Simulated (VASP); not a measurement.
A run of VASP 6.6.1 is set up as follows.

The input INCAR:

```
SYSTEM = CuAu
PREC = Accurate
ENCUT = 520
EDIFF = 1E-6
ISMEAR = -1
SIGMA = 0.05
LREAL = .False.
LASPH = .True.
NELM = 100
ALGO = Fast
ISIF = 2
LWAVE = .False.
LCHARG = .False.
GGA = PE
NBANDS = 18
```

Contents of KPOINTS:

```
regular mesh
0
Gamma
  11 11 11
  0 0 0
```

File POSCAR:

```
CuAu
1.0
    1.4430568479      0.8331492596      4.2561707609
   -1.4430568479      0.8331492596      4.2561707609
    0.0000000000     -1.6662985192      4.2561707609
Au Cu
1 1
Direct
   -0.0017160000      0.0121310000     -0.0123220000
    0.5007360000      0.5014260000      0.4999300000
```

Potentials or basis: VASP PAW PBE potentials, release 64 (Au, Cu).

Launch:

```sh
$ cat potpaw_PBE.64/Au/POTCAR potpaw_PBE.64/Cu/POTCAR > POTCAR
$ mpirun -np 1 vasp_std > vasp.out
```

Q: What does it give for the pressure?

A: -1.1 GPa.

Q: What does it give for the band gap on the k mesh?

A: Zero (band 11 reaches 10.10 eV, above the bottom of band 12 at 5.92 eV).

Q: Predict the largest force.

A: 0.139 eV/Å.

Forces in eV/Å, atoms in the order of the input:
```
Au   0.037 -0.053  0.124
Cu  -0.037  0.053 -0.124
```

Caveat: the cell differs from its parent crystal (atoms moved at random); spin-orbit coupling is left out, which moves the levels of the heavy elements.
